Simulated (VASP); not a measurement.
The system is Ge.

```
CELL_PARAMETERS angstrom
-1.84523 1.84523 1.84523
1.84523 -1.84523 1.84523
1.84523 1.84523 -1.84523
ATOMIC_POSITIONS crystal
Ge 0.00000 0.00000 0.00000
```

- Program: VASP 6.6.1
- Task: relaxation of cell and atoms
- Functional: PBEsol
- Potentials or basis: VASP PAW PBE potentials, release 64 (Ge_d)
- Cutoff: 600 eV
- k mesh: 6 × 6 × 6
- Occupations: gaussian, width 0.1 eV
- Spin: no spin polarisation

At the start: pressure -12.3 GPa; volume 25.13 Å³/atom.

Question: How do energy, volume and symmetry change on relaxing?

Answer: Over 4 steps the energy falls by 346.2 meV/atom and the volume is 18.30 Å³/atom (-27.2 %); space group Im-3m (No. 229, to 0.05 Å).

Step by step:
| step | energy change (eV) | largest force (eV/Å) | pressure (GPa) | volume (Å³) |
| --- | --- | --- | --- | --- |
| 1 | 0.0000 | 0.0000 | -12.29 | 25.13 |
| 2 | -0.3441 | 0.0000 | -2.37 | 18.75 |
| 3 | -0.3455 | 0.0000 | 0.99 | 18.12 |
| 4 | -0.3462 | 0.0000 | 0.20 | 18.30 |

Final structure:
```xyz
1
Lattice="-1.6602 1.6602 1.6602 1.6602 -1.6602 1.6602 1.6602 1.6602 -1.6602" Properties=species:S:1:pos:R:3 pbc="T T T"
Ge    0.0000    0.0000    0.0000
```

Caveat: the k points lie up to 0.45 Å⁻¹ apart in the final cell; the volume moved by over 15 % at a fixed basis, so the end points are rough; the PAW data sets were made with another functional, which shifts forces and pressure a little.
